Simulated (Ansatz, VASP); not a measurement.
## Two plane-wave programs on Al2Cu

```xyz
6
Lattice="-2.9661 2.9661 2.3930 2.9661 -2.9661 2.3930 2.9661 2.9661 -2.3930" Properties=species:S:1:pos:R:3 pbc="T T T"
Al    3.9125    0.9464    0.0000
Al    2.0196    0.9465    2.3929
Al   -0.9465    2.0196    2.3930
Al    0.9464    2.0197    0.0000
Cu    0.0001    0.0000    3.5894
Cu   -0.0001    0.0000    1.1965
```

Change from the starting cell: all atoms moved at random, sigma 0.25 Å a component; relaxed back.

Alike in both runs: functional LDA; k mesh 10 × 10 × 10; occupations gaussian, width 0.15 eV; no spin polarisation.

Ansatz relaxed the structure, and its values are those at the end. VASP's run is a single point on that final structure, the one shown.

|  | VASP | Ansatz |
| --- | --- | --- |
| version | VASP 6.6.1 | Ansatz 0.2.0 |
| potentials or method | VASP PAW LDA potentials, release 64 (Al, Cu), cutoff 520 eV | scalar-relativistic, plane waves, PAW |
| valence electrons in the cell | 34 | 50 |

Ansatz gave:

| Item | Value |
| --- | --- |
| gap on the k mesh at the Fermi level (eV) | none |
| pressure (GPa) | 0.0 |

Task: Estimate VASP's values.

Result: gap on the k mesh at the Fermi level (eV): none; pressure (GPa): 0.5.

LDA's correlation is that of Perdew and Zunger in VASP and of Perdew and Wang (1992) in Ansatz. A gap of «none» marks a metal or a gap that the smearing closes. VASP's potentials hold 34 valence electrons a cell and Ansatz's 50, so a difference there can come from the potentials and not from the codes. Ansatz's warnings: stress scf threshold loose.
